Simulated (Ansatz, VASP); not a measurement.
**Two plane-wave programs on W**

File INCAR:

```
PREC = Accurate ; ENCUT = 520
EDIFF = 1E-6 ; ISMEAR = 0
SIGMA = 0.15 ; LREAL = F
LASPH = T ; NELM = 60
ALGO = Fast ; ISIF = 2
LWAVE = F ; LCHARG = F
GGA = PS ; NBANDS = 13
```

Contents of KPOINTS:

```
regular mesh
0
Gamma
  26 26 26
```

POSCAR

```
W
1.0
    0.0000000000      2.0289807034      1.9690108304
    2.0289807034      0.0000000000      1.9690108304
    2.0289807034      2.0289807034      0.0000000000
W
1
Direct
    0.0000000000      0.0000000000      0.0000000000
```

Input for Ansatz:

```yaml
crystal:
  lattice:
    - [0.0, 2.0289807034, 1.9690108304]
    - [2.0289807034, 0.0, 1.9690108304]
    - [2.0289807034, 2.0289807034, 0.0]
  atoms:
    - { symbol: W, position: [0.0, 0.0, 0.0] }
basis:
  ecutwfc: 420
kpoints:
  mp_grid: { grid: [26, 26, 26] }
hamiltonian:
  xc: pbesol
scf:
  occupations: { method: gaussian, width: 0.15 }
output:
  forces: true
  stress: true
  eigenvalues: true
```

Change from the starting cell: strain +0.015 along x and y, -0.015 along z, atoms carried along.

Alike in both runs: task single point; functional PBEsol; k mesh 26 × 26 × 26; occupations gaussian, width 0.15 eV; no spin polarisation.

```csv
,VASP,Ansatz
version,VASP 6.6.1,Ansatz 0.2.0
potentials or method,"VASP PAW PBE potentials, release 64 (W_sv), cutoff 520 eV","scalar-relativistic, plane waves, PAW"
valence electrons in the cell,14,14
```

|  | VASP | Ansatz | Ansatz less VASP |
| --- | --- | --- | --- |
| gap on the k mesh at the Fermi level (eV) | none | none | - |
| pressure (GPa) | -3.7 | -4.3 | -0.60 |
| traceless stress, the component that is largest in VASP (GPa) | -6.54 | -6.47 | +0.066 |

VASP's potentials were made for PBE, not for PBEsol. A gap of «none» marks a metal or a gap that the smearing closes.

Spin-orbit coupling is off throughout.
